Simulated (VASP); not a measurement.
# SiO2 (ae) (P4_2/mnm) in VASP: single point with PBEsol

Aim: the single point of SiO2 (ae) with PBEsol.

All numbers are computed with VASP 6.6.1; they aren't measurements. Logs are shortened: lines on timing, memory, paths and dates and some standing lists are left out, and cuts for length are marked.

## Step 1: The cell of the first run

The structure is tetragonal, space group P4_2/mnm (No. 136). Conventional cell: a = 4.194 Å, b = 4.194 Å, c = 2.678 Å, α = 90.00°, β = 90.00°, γ = 90.00°. Within 2.3 Å of Si (site symmetry mmm) lie 6 O at 1.77 to 1.82 Å. O (site symmetry m2m) has 3 Si at 1.77 to 1.82 Å within 2.3 Å.

## Step 2: Single point, PBEsol

The input, INCAR:

```
SYSTEM = SiO2
PREC     = Accurate       ! precision mode
ENCUT    = 520            ! plane-wave cutoff, eV
EDIFF    = 1E-6           ! SCF threshold, eV
ISMEAR   = 0              ! smearing method
SIGMA    = 0.02           ! smearing width, eV
LREAL    = .False.        ! projectors in reciprocal space
LASPH    = .True.         ! aspherical terms in the spheres
NELM     = 100            ! most SCF steps
ALGO     = Normal         ! electronic algorithm
ISIF     = 2              ! what is computed and relaxed
LWAVE    = .False.        ! write WAVECAR
LCHARG   = .True.         ! write CHGCAR
GGA      = PS             ! functional
LELF     = .True.         ! ELF
LVHAR    = .True.       
NBANDS   = 25             ! bands
```

The input, KPOINTS:

```
regular mesh
0
Gamma
  6 6 8
  0 0 0
```

The input, POSCAR:

```
SiO2
1.0
    4.1944456875      0.0000000000      0.0000000000
    0.0000000000      4.1944456875      0.0000000000
    0.0000000000      0.0000000000      2.6782679635
Si O
2 4
Direct
    0.0000000000      0.0000000000      0.0000000000
    0.5000000000      0.5000000000      0.5000000000
    0.3060464345      0.3060464345      0.0000000000
    0.1939535655      0.8060464345      0.5000000000
    0.6939535655      0.6939535655      0.0000000000
    0.8060464345      0.1939535655      0.5000000000
```

Potentials or basis: VASP PAW PBE potentials, release 64 (Si, O).

Started as:

```
$ cat potpaw_PBE.64/Si/POTCAR potpaw_PBE.64/O/POTCAR > POTCAR
$ mpirun -np 1 vasp_std > vasp.out
```

OUTCAR:

```text
SYSTEM = SiO2
   PREC = Accurate
   ENCUT = 520
   EDIFF = 1E-6
   ISMEAR = 0
   LREAL = .False.
   LASPH = .True.
   NELM = 100
   ISIF = 2
   GGA = PS

 ion  position               nearest neighbor table
   1  0.000  0.000  0.000-   4 1.77   6 1.77   4 1.77   6 1.77   5 1.82   3 1.82
   2  0.500  0.500  0.500-   3 1.77   5 1.77   3 1.77   5 1.77   4 1.82   6 1.82
   3  0.306  0.306  0.000-   2 1.77   2 1.77   1 1.82
   4  0.194  0.806  0.500-   1 1.77   1 1.77   2 1.82
   5  0.694  0.694  0.000-   2 1.77   2 1.77   1 1.82
   6  0.806  0.194  0.500-   1 1.77   1 1.77   2 1.82

  LATTYP: Found a simple tetragonal cell.
 ALAT       =     4.1944456875
 C/A-ratio  =     0.6385272723

  Lattice vectors:

 A1 = (   4.1944456875,   0.0000000000,   0.0000000000)
 A2 = (   0.0000000000,   4.1944456875,   0.0000000000)
 A3 = (   0.0000000000,   0.0000000000,   2.6782679635)

Analysis of symmetry for initial positions (statically):
=====================================================================
 Subroutine PRICEL returns:
 Original cell was already a primitive cell.

 Routine SETGRP: Setting up the symmetry group for a
 simple tetragonal supercell.

 Subroutine GETGRP returns: Found 16 space group operations
 (whereof  8 operations were pure point group operations)
 out of a pool of 16 trial point group operations.

The static configuration has the point symmetry D_2h.
 The point group associated with its full space group is D_4h.

Analysis of symmetry for dynamics (positions and initial velocities):
=====================================================================
 Subroutine PRICEL returns:
 Original cell was already a primitive cell.

 Routine SETGRP: Setting up the symmetry group for a
 simple tetragonal supercell.

 Subroutine GETGRP returns: Found 16 space group operations
 (whereof  8 operations were pure point group operations)
 out of a pool of 16 trial point group operations.

The dynamic configuration has the point symmetry D_2h.
 The point group associated with its full space group is D_4h.

 Subroutine INISYM returns: Found 16 space group operations
 (whereof  8 operations are pure point group operations),
 and found     1 'primitive' translations

----------------------------------------------------------------------------------------
[... 101 lines left out ...]
   EDIFF  = 0.1E-05   stopping-criterion for ELM
   LREAL  =      F    real-space projection
   EDIFFG = 0.1E-04   stopping-criterion for IOM
   NSW    =      0    number of steps for IOM
   IBRION =     -1    ionic relax: 0-MD 1-quasi-New 2-CG
   NFREE  =      0    steps in history (QN), initial steepest desc. (CG)
   ISIF   =      2    stress and relaxation
   ISYM   =      2    0-nonsym 1-usesym 2-fastsym
   POTIM  = 0.5000    time-step for ionic-motion
   TEBEG  =    0.0;   TEEND  =   0.0 temperature during run
   PSTRESS=    0.0 pullay stress
   NELECT =      32.0000    total number of electrons
   NUPDOWN=      -1.0000    fix difference up-down
   EMIN   =  10.00;   EMAX   =-10.00  energy-range for DOS
   EFERMI =   0.00;   METHOD = LEGACY
   ISMEAR =     0;   SIGMA  =   0.02  broadening in eV -4-tet -1-fermi 0-gaus
   EFERMI_NEDOS =   21; number of points for ismear=-14 and -15
   IALGO  =     38    algorithm
   IMIX   =      4    mixing-type and parameters
     AMIX     =   0.40;   BMIX     =  1.00
     AMIX_MAG =   1.60;   BMIX_MAG =  1.00
  volume/ion in A,a.u.               =       7.85        53.00
  Fermi-wavevector in a.u.,A,eV,Ry     =   1.438988  2.719293 28.173390  2.070686
  Thomas-Fermi vector in A             =   2.557893
   LORBIT       =      0    0 simple, 1 ext, 2 COOP (PROOUT), +10 PAW based schemes
   GGA     = PS    functional components
   LHFCALC =     F    Hartree Fock is set to
   AEXX    =    0.0000 exact exchange contribution
   IVDW    =     0    specifies the selected vdW correction
   LEPSILON=     F    determine dielectric tensor
   LRPA    =     F    only Hartree local field effects (RPA)
 non-spin polarized calculation
 Gauss-broadening in eV      SIGMA  =   0.02
  energy-cutoff  :      520.00
  volume of cell :       47.12
 maximum number of plane-waves:      1286
 NGX is ok and might be reduce to    32
   NGX = 15   NGY = 15   NGZ =  9

 number of electron      31.9999977 magnetization

 Free energy of the ion-electron system (eV)
  ---------------------------------------------------
  ext. energy  EPLUGINS =         0.00000000
  ---------------------------------------------------
  free energy    TOTEN  =       -48.98533517 eV

  energy without entropy =      -48.98533517  energy(sigma->0) =      -48.98533517

 E-fermi :   8.1700     XC(G=0): -12.4682

 val. band max:        8.0080509250   @ k =   0.0000   0.0000   0.0000
 cond. band min:      13.3705143951   @ k =   0.0000   0.0000   0.0000
 fundamental gap:      5.3624634702
 Fermi energy:         8.1700495016

 k-point     1 :       0.0000    0.0000    0.0000
  band No.  band energies     occupation
      1     -14.4440      2.00000
      2     -10.8125      2.00000
      3     -10.8125      2.00000
      4     -10.5828      2.00000
      5      -2.8590      2.00000
      6       1.5712      2.00000
[... 661 lines left out ...]
     24      20.6767      0.00000
     25      21.4776      0.00000

 [... further k-points ...]

------------------------ aborting loop because EDIFF is reached ----------------------------------------

  FORCE on cell =-STRESS in cart. coord.  units (eV):
  Direction    XX          YY          ZZ          XY          YZ          ZX
  --------------------------------------------------------------------------------------
  -------------------------------------------------------------------------------------
  Total        0.1210348      0.1210348      0.3972519      0.0000000      0.0000000      0.0000000
  in kB        4.1154539      4.1154539     13.5074503      0.0000000      0.0000000      0.0000000
  external PRESSURE =       7.2461194 kB  Pullay stress =       0.0000000 kB

 VOLUME and BASIS-vectors are now :
 -----------------------------------------------------------------------------
  energy-cutoff  :      520.00
  volume of cell :       47.12
      direct lattice vectors                 reciprocal lattice vectors
     4.194445688  0.000000000  0.000000000     0.238410525  0.000000000  0.000000000
     0.000000000  4.194445688  0.000000000     0.000000000  0.238410525  0.000000000
     0.000000000  0.000000000  2.678267964     0.000000000  0.000000000  0.373375634

 POSITION                                       TOTAL-FORCE (eV/Angst)
 -----------------------------------------------------------------------------------
      0.00000      0.00000      0.00000         0.000000      0.000000     -0.000000
      2.09722      2.09722      1.33913         0.000000      0.000000     -0.000000
      1.28370      1.28370      0.00000        -0.023758     -0.023758     -0.000000
      0.81353      3.38092      1.33913         0.023758     -0.023758     -0.000000
      2.91075      2.91075      0.00000         0.023758      0.023758      0.000000
      3.38092      0.81353      1.33913        -0.023758      0.023758      0.000000
 -----------------------------------------------------------------------------------
    total drift:                                0.000000      0.000000      0.000000

  FREE ENERGIE OF THE ION-ELECTRON SYSTEM (eV)
  ---------------------------------------------------
  free  energy   TOTEN  =       -48.9853351730 eV

  energy  without entropy=      -48.9853351730  energy(sigma->0) =      -48.98533517
```

It took 16 s on 1 thread of Intel Xeon 6975P-C (Granite Rapids), shared host; peak memory 0.17 GiB.

What came out:

- Free energy: -48.9853 eV
- Pressure: 0.7 GPa
- Largest force: 0.034 eV/Å
- Band gap on the k mesh: 5.36 eV, direct

Forces on the atoms (eV/Å):
```
Si   0.000  0.000  0.000
Si   0.000  0.000  0.000
O   -0.024 -0.024  0.000
O    0.024 -0.024  0.000
O    0.024  0.024  0.000
O   -0.024  0.024  0.000
```

Caveat: the PAW data sets were made with another functional, which shifts forces and pressure a little.
